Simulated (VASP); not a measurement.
# MgO (P6_3mc) in VASP: a series of runs

MgO is run at these levels: PBE; tasks: single point.

Program: VASP 6.6.1. These are calculated values, not measurements. Logs are shortened: lines on timing, memory, paths and dates and some standing lists are left out, and cuts for length are marked.

### 1 The cell of the first run

Symmetry: P6_3mc, No. 186, hexagonal system. Conventional cell: a = 3.620 Å, b = 3.620 Å, c = 9.671 Å, α = 90.00°, β = 90.00°, γ = 120.00°. Mg (site symmetry 3m) has 4 O at 1.83 to 2.17 Å within 2.4 Å. Within 2.5 Å of Mg (site symmetry 3m) lie 4 O at 1.85 to 2.17 Å. O (site symmetry 3m) has 4 Mg at 1.83 to 2.17 Å within 2.4 Å. Within 2.5 Å of O (site symmetry 3m) lie 4 Mg at 1.85 to 2.17 Å.

### 2 Single point, PBE (volume 13.719 Å^3 an atom, c/a of the conventional cell 2.6717)

Input file INCAR:

```
PREC     = Accurate       # precision mode
ENCUT    = 520            # plane-wave cutoff, eV
EDIFF    = 1E-6           # SCF threshold, eV
ISMEAR   = 0              # smearing method
SIGMA    = 0.05           # smearing width, eV
LREAL    = F              # projectors in reciprocal space
LASPH    = T              # aspherical terms in the spheres
NELM     = 60             # most SCF steps
ALGO     = Normal         # electronic algorithm
ISIF     = 2              # what is computed and relaxed
LWAVE    = F              # write WAVECAR
LCHARG   = T              # write CHGCAR
GGA      = PE             # functional
LELF     = T              # ELF
LVHAR    = T            
NBANDS   = 26             # bands
```

Input file KPOINTS:

```
regular mesh
0
Gamma
  9 9 4
```

Input file POSCAR:

```
MgO
1.0
    3.6199122279      0.0000000000      0.0000000000
   -1.8099561140      3.1349359488      0.0000000000
    0.0000000000      0.0000000000      9.6713194993
Mg O
4 4
Direct
    0.3333333333      0.6666666667      0.9694906392
    0.0000000000      0.0000000000      0.2208211786
    0.0000000000      0.0000000000      0.7208211786
    0.6666666667      0.3333333333      0.4694906392
    0.3333333333      0.6666666667      0.7800420079
    0.0000000000      0.0000000000      0.5296443544
    0.0000000000      0.0000000000      0.0296443544
    0.6666666667      0.3333333333      0.2800420079
```

Potentials or basis: VASP PAW PBE potentials, release 64 (Mg, O).

Command:

```sh
$ cat potpaw_PBE.64/Mg/POTCAR potpaw_PBE.64/O/POTCAR > POTCAR
$ mpirun -np 1 vasp_std > vasp.out
```

OUTCAR:

```text
PREC = Accurate
   ENCUT = 520
   EDIFF = 1E-6
   ISMEAR = 0
   LREAL = F
   LASPH = T
   NELM = 60
   ISIF = 2
   GGA = PE

 ion  position               nearest neighbor table
   1  0.333  0.667  0.969-   5 1.83   7 2.17   7 2.17   7 2.17   3 3.19   3 3.19   3 3.19   2 3.21
                             2 3.21   2 3.21
   2  0.000  0.000  0.221-   7 1.85   8 2.17   8 2.17   8 2.17   4 3.19   4 3.19   4 3.19   1 3.21
                             1 3.21   1 3.21
   3  0.000  0.000  0.721-   6 1.85   5 2.17   5 2.17   5 2.17   1 3.19   1 3.19   1 3.19   4 3.21
                             4 3.21   4 3.21
   4  0.667  0.333  0.469-   8 1.83   6 2.17   6 2.17   6 2.17   2 3.19   2 3.19   2 3.19   3 3.21
                             3 3.21   3 3.21
   5  0.333  0.667  0.780-   1 1.83   3 2.17   3 2.17   3 2.17
   6  0.000  0.000  0.530-   3 1.85   4 2.17   4 2.17   4 2.17
   7  0.000  0.000  0.030-   2 1.85   1 2.17   1 2.17   1 2.17
   8  0.667  0.333  0.280-   4 1.83   2 2.17   2 2.17   2 2.17

  LATTYP: Found a hexagonal cell.
 ALAT       =     3.6199122279
 C/A-ratio  =     2.6717000000

  Lattice vectors:

 A1 = (   3.6199122279,   0.0000000000,   0.0000000000)
 A2 = (  -1.8099561140,   3.1349359488,   0.0000000000)
 A3 = (   0.0000000000,   0.0000000000,   9.6713194993)

Analysis of symmetry for initial positions (statically):
=====================================================================
 Subroutine PRICEL returns:
 Original cell was already a primitive cell.

 Routine SETGRP: Setting up the symmetry group for a
 hexagonal supercell.

 Subroutine GETGRP returns: Found 12 space group operations
 (whereof  6 operations were pure point group operations)
 out of a pool of 24 trial point group operations.

The static configuration has the point symmetry C_3v.
 The point group associated with its full space group is C_6v.

Analysis of symmetry for dynamics (positions and initial velocities):
=====================================================================
 Subroutine PRICEL returns:
 Original cell was already a primitive cell.

 Routine SETGRP: Setting up the symmetry group for a
 hexagonal supercell.

 Subroutine GETGRP returns: Found 12 space group operations
 (whereof  6 operations were pure point group operations)
 out of a pool of 24 trial point group operations.

The dynamic configuration has the point symmetry C_3v.
 The point group associated with its full space group is C_6v.

 Subroutine INISYM returns: Found 12 space group operations
 (whereof  6 operations are pure point group operations),
 and found     1 'primitive' translations

[... 108 lines left out ...]
   EDIFFG = 0.1E-04   stopping-criterion for IOM
   NSW    =      0    number of steps for IOM
   IBRION =     -1    ionic relax: 0-MD 1-quasi-New 2-CG
   NFREE  =      0    steps in history (QN), initial steepest desc. (CG)
   ISIF   =      2    stress and relaxation
   ISYM   =      2    0-nonsym 1-usesym 2-fastsym
   POTIM  = 0.5000    time-step for ionic-motion
   TEBEG  =    0.0;   TEEND  =   0.0 temperature during run
   PSTRESS=    0.0 pullay stress
   NELECT =      32.0000    total number of electrons
   NUPDOWN=      -1.0000    fix difference up-down
   EMIN   =  10.00;   EMAX   =-10.00  energy-range for DOS
   EFERMI =   0.00;   METHOD = LEGACY
   ISMEAR =     0;   SIGMA  =   0.05  broadening in eV -4-tet -1-fermi 0-gaus
   EFERMI_NEDOS =   21; number of points for ismear=-14 and -15
   IALGO  =     38    algorithm
   IMIX   =      4    mixing-type and parameters
     AMIX     =   0.40;   BMIX     =  1.00
     AMIX_MAG =   1.60;   BMIX_MAG =  1.00
  volume/ion in A,a.u.               =      13.72        92.58
  Fermi-wavevector in a.u.,A,eV,Ry     =   1.085560  2.051412 16.033670  1.178441
  Thomas-Fermi vector in A             =   2.221677
   LORBIT       =      0    0 simple, 1 ext, 2 COOP (PROOUT), +10 PAW based schemes
   GGA     = PE    functional components
   LHFCALC =     F    Hartree Fock is set to
   AEXX    =    0.0000 exact exchange contribution
   IVDW    =     0    specifies the selected vdW correction
   LEPSILON=     F    determine dielectric tensor
   LRPA    =     F    only Hartree local field effects (RPA)
 non-spin polarized calculation
 Gauss-broadening in eV      SIGMA  =   0.05
  energy-cutoff  :      520.00
  volume of cell :      109.75
 maximum number of plane-waves:      2999
 NGX is ok and might be reduce to    28
   NGX = 13   NGY = 13   NGZ = 35

 number of electron      32.0000002 magnetization

 Free energy of the ion-electron system (eV)
  ---------------------------------------------------
  ext. energy  EPLUGINS =         0.00000000
  ---------------------------------------------------
  free energy    TOTEN  =       -45.18060007 eV

  energy without entropy =      -45.18060007  energy(sigma->0) =      -45.18060007

 E-fermi :   0.6650     XC(G=0):  -9.1016

 val. band max:        0.3852420616   @ k =   0.0000   0.0000   0.0000
 cond. band min:       2.9165515335   @ k =   0.0000   0.0000   0.0000
 fundamental gap:      2.5313094718
 Fermi energy:         0.6649739006

 k-point     1 :       0.0000    0.0000    0.0000
  band No.  band energies     occupation
      1     -15.4491      2.00000
      2     -15.1468      2.00000
      3     -15.0372      2.00000
      4     -14.7193      2.00000
      5      -2.2068      2.00000
      6      -1.4264      2.00000
[... 685 lines left out ...]
     25      11.2272      0.00000
     26      11.7939      0.00000

 [... further k-points ...]
[... 5 lines left out ...]
  --------------------------------------------------------------------------------------
  -------------------------------------------------------------------------------------
  Total      -12.0410083    -12.0410083     10.5305243      0.0000000      0.0000000      0.0000000
  in kB     -175.7765733   -175.7765733    153.7262850      0.0000000      0.0000000      0.0000000
  external PRESSURE =     -65.9422872 kB  Pullay stress =       0.0000000 kB

 VOLUME and BASIS-vectors are now :
 -----------------------------------------------------------------------------
  energy-cutoff  :      520.00
  volume of cell :      109.75
      direct lattice vectors                 reciprocal lattice vectors
     3.619912228  0.000000000  0.000000000     0.276249792  0.159492892  0.000000000
    -1.809956114  3.134935949  0.000000000     0.000000000  0.318985784  0.000000000
     0.000000000  0.000000000  9.671319499     0.000000000  0.000000000  0.103398507

 POSITION                                       TOTAL-FORCE (eV/Angst)
 -----------------------------------------------------------------------------------
     -0.00000      2.08996      9.37625         0.000000     -0.000000      1.725548
      0.00000      0.00000      2.13563         0.000000      0.000000      1.896864
      0.00000      0.00000      6.97129        -0.000000      0.000000      1.896864
      1.80996      1.04498      4.54059        -0.000000      0.000000      1.725548
     -0.00000      2.08996      7.54404        -0.000000      0.000000     -1.828718
      0.00000      0.00000      5.12236         0.000000     -0.000000     -1.793694
      0.00000      0.00000      0.28670        -0.000000      0.000000     -1.793694
      1.80996      1.04498      2.70838         0.000000      0.000000     -1.828718
 -----------------------------------------------------------------------------------
    total drift:                                0.000000      0.000000      0.005117

  FREE ENERGIE OF THE ION-ELECTRON SYSTEM (eV)
  ---------------------------------------------------
  free  energy   TOTEN  =       -45.1806000680 eV

  energy  without entropy=      -45.1806000680  energy(sigma->0) =      -45.18060007
```

OSZICAR:

```text
N       E                     dE             d eps       ncg     rms          rms(c)
DAV:   1     0.145107474279E+03    0.14511E+03   -0.13926E+04  1872   0.105E+03
DAV:   2    -0.416554267895E+02   -0.18676E+03   -0.17616E+03  2494   0.229E+02
DAV:   3    -0.542264348477E+02   -0.12571E+02   -0.12496E+02  2320   0.601E+01
DAV:   4    -0.543168440354E+02   -0.90409E-01   -0.90356E-01  2268   0.592E+00
DAV:   5    -0.543175154086E+02   -0.67137E-03   -0.67116E-03  2372   0.504E-01    0.168E+01
DAV:   6    -0.454538135399E+02    0.88637E+01   -0.35562E+01  2034   0.331E+01    0.641E+00
DAV:   7    -0.452369705465E+02    0.21684E+00   -0.77875E-01  1968   0.564E+00    0.336E+00
DAV:   8    -0.451818663973E+02    0.55104E-01   -0.29948E-01  2108   0.476E+00    0.668E-01
DAV:   9    -0.451777924084E+02    0.40740E-02   -0.18634E-02  2422   0.923E-01    0.206E-01
DAV:  10    -0.451805645212E+02   -0.27721E-02   -0.45475E-03  2004   0.376E-01    0.148E-01
DAV:  11    -0.451805677353E+02   -0.32141E-05   -0.82913E-04  2162   0.201E-01    0.264E-02
DAV:  12    -0.451805963653E+02   -0.28630E-04   -0.46772E-05  2116   0.491E-02    0.151E-02
DAV:  13    -0.451806001954E+02   -0.38300E-05   -0.13378E-05  2094   0.260E-02    0.587E-03
DAV:  14    -0.451806000680E+02    0.12740E-06   -0.16117E-06  1882   0.820E-03
   1 F= -.45180600E+02 E0= -.45180600E+02  d E =-.222410E-17
```

stdout:

```text
POSCAR found type information on POSCAR MgO
 POSCAR found :  2 types and       8 ions
 scaLAPACK will be used
 LDA part: xc-table for (Slater+PW92), standard interpolation
 POSCAR, INCAR and KPOINTS ok, starting setup
 FFT: planning ... GRIDC
 FFT: planning ... GRID_SOFT
 FFT: planning ... GRID
 WAVECAR not read
 entering main loop
```

Run time: 2.6 min. Hardware: 1 thread of AMD EPYC 7R43 (Zen 3), shared host; peak memory 0.23 GiB.

Results:

| Item | Value |
| --- | --- |
| Free energy | -45.1806 eV |
| Pressure | -6.6 GPa |
| Largest force | 1.897 eV/Å |
| Band gap on the k mesh | 2.53 eV, direct |

Forces on the atoms (eV/Å):
```
Mg   0.000  0.000  1.726
Mg   0.000  0.000  1.897
Mg   0.000  0.000  1.897
Mg   0.000  0.000  1.726
O    0.000  0.000 -1.829
O    0.000  0.000 -1.794
O    0.000  0.000 -1.794
O    0.000  0.000 -1.829
```

Stress tensor (GPa, compression positive):
```
-17.58   0.00   0.00
  0.00 -17.58   0.00
  0.00   0.00  15.37
```

Caveat: forces of over 1 eV/Å act on the atoms, so gaps and moduli don't describe the material at rest.

### 3 Single point, PBE (volume 13.719 Å^3 an atom, c/a of the conventional cell 3.0163)

Input file INCAR:

```
PREC = Accurate
ENCUT = 520
EDIFF = 1E-6
ISMEAR = 0
SIGMA = 0.05
LREAL = F
LASPH = T
NELM = 60
ALGO = Normal
ISIF = 2
LWAVE = F
LCHARG = F
GGA = PE
NBANDS = 26
```

KPOINTS is that of step 2.

POSCAR, as its differences from that of step 2:

```diff
@@ -2,5 +2,5 @@
 1.0
-    3.6199122279      0.0000000000      0.0000000000
-   -1.8099561140      3.1349359488      0.0000000000
-    0.0000000000      0.0000000000      9.6713194993
+    3.4764481714      0.0000000000      0.0000000000
+   -1.7382240857      3.0106924314      0.0000000000
+    0.0000000000      0.0000000000     10.4860106195
 Mg O
```

Potentials or basis: VASP PAW PBE potentials, release 64 (Mg, O).

Command:

```sh
$ cat potpaw_PBE.64/Mg/POTCAR potpaw_PBE.64/O/POTCAR > POTCAR
$ mpirun -np 1 vasp_std > vasp.out
```

Wall time 2.5 min (1 thread of AMD EPYC 7R43 (Zen 3), shared host); peak memory 0.24 GiB.

Results (log left out):

```
Free energy            : -46.3393 eV
Pressure               : -10.4 GPa
Largest force          : 0.350 eV/Å
Band gap on the k mesh : 2.75 eV, direct
```

Forces in eV/Å, atoms in the order of the input:
```
Mg   0.000  0.000  0.277
Mg   0.000  0.000  0.350
Mg   0.000  0.000  0.350
Mg   0.000  0.000  0.277
O    0.000  0.000 -0.305
O    0.000  0.000 -0.321
O    0.000  0.000 -0.321
O    0.000  0.000 -0.305
```

Stress tensor (GPa, compression positive):
```
-13.74   0.00   0.00
  0.00 -13.74   0.00
  0.00   0.00  -3.76
```

Levels at points of the mesh, in eV from the valence-band top:
```tsv
k point	band 14	band 15	band 16	band 17	band 18	band 19
(0.00, 0.00, 0.00)	-0.22	-0.22	0.00	2.75	4.98	5.13
(0.00, 0.00, 0.50)	-0.26	-0.26	-0.26	3.57	3.57	6.53
```

 A k mesh can miss the band edges.

### 4 Single point, PBE (volume 13.719 Å^3 an atom, c/a of the conventional cell 3.8446)

Input file INCAR:

```
SYSTEM = MgO
PREC = Accurate
ENCUT = 520
EDIFF = 1E-7
ISMEAR = 0
SIGMA = 0.05
LREAL = .FALSE.
LASPH = .TRUE.
NELM = 100
ALGO = Normal
ISIF = 2
LWAVE = .FALSE.
LCHARG = .FALSE.
GGA = PE
NBANDS = 26
```

Input file KPOINTS:

```
regular mesh
0
G
  9 9 4
  0 0 0
```

POSCAR, as its differences from that of step 3:

```diff
@@ -2,5 +2,5 @@
 1.0
-    3.4764481714      0.0000000000      0.0000000000
-   -1.7382240857      3.0106924314      0.0000000000
-    0.0000000000      0.0000000000     10.4860106195
+    3.2063447515      0.0000000000      0.0000000000
+   -1.6031723758      2.7767760081      0.0000000000
+    0.0000000000      0.0000000000     12.3271130318
 Mg O
```

Command:

```sh
$ cat potpaw_PBE.64/Mg/POTCAR potpaw_PBE.64/O/POTCAR > POTCAR
$ mpirun -np 1 vasp_std > vasp.out
```

Wall time 3 min (1 thread of AMD EPYC 7R43 (Zen 3), shared host); peak memory 0.22 GiB.

It converged, with:

```
Free energy            : -45.4604 eV
Pressure               : -6.9 GPa
Largest force          : 0.127 eV/Å
Band gap on the k mesh : 2.50 eV, direct
```

Forces in eV/Å, atoms in the order of the input:
```
Mg   0.000  0.000 -0.051
Mg   0.000  0.000 -0.121
Mg   0.000  0.000 -0.121
Mg   0.000  0.000 -0.051
O    0.000  0.000  0.127
O    0.000  0.000  0.045
O    0.000  0.000  0.045
O    0.000  0.000  0.127
```

Stress tensor (GPa, compression positive):
```
  1.29   0.00   0.00
  0.00   1.29   0.00
  0.00   0.00 -23.15
```

Levels at points of the mesh, in eV from the valence-band top:
| k point | band 14 | band 15 | band 16 | band 17 | band 18 | band 19 |
| --- | --- | --- | --- | --- | --- | --- |
| (0.00, 0.00, 0.00) | -0.02 | 0.00 | 0.00 | 2.50 | 4.71 | 4.75 |
| (0.00, 0.00, 0.50) | -0.01 | -0.01 | -0.01 | 3.27 | 3.27 | 6.27 |

### 5 Overview

| cell | gap on the mesh (eV) | pressure (GPa) | largest force (eV/Å) |
| --- | --- | --- | --- |
| a = 3.620, b = 3.620, c = 9.671 Å, angles 90.0, 90.0, 120.0°, 8 atoms | 2.53 | -6.6 | 1.90 |
| a = 3.476, b = 3.476, c = 10.486 Å, angles 90.0, 90.0, 120.0°, 8 atoms | 2.75 | -10.4 | 0.35 |
| a = 3.206, b = 3.206, c = 12.327 Å, angles 90.0, 90.0, 120.0°, 8 atoms | 2.50 | -6.9 | 0.13 |

Alike in all rows: task single point; level PBE; potentials or basis VASP PAW PBE potentials, release 64 (Mg, O); no spin polarisation; k mesh 9 × 9 × 4; cutoff (eV) 520; smearing gaussian 0.05 eV.

Caveats: forces of over 1 eV/Å act on the atoms, so gaps and moduli don't describe the material at rest (some runs).

Absolute energies hang on the potentials; compare differences alone.
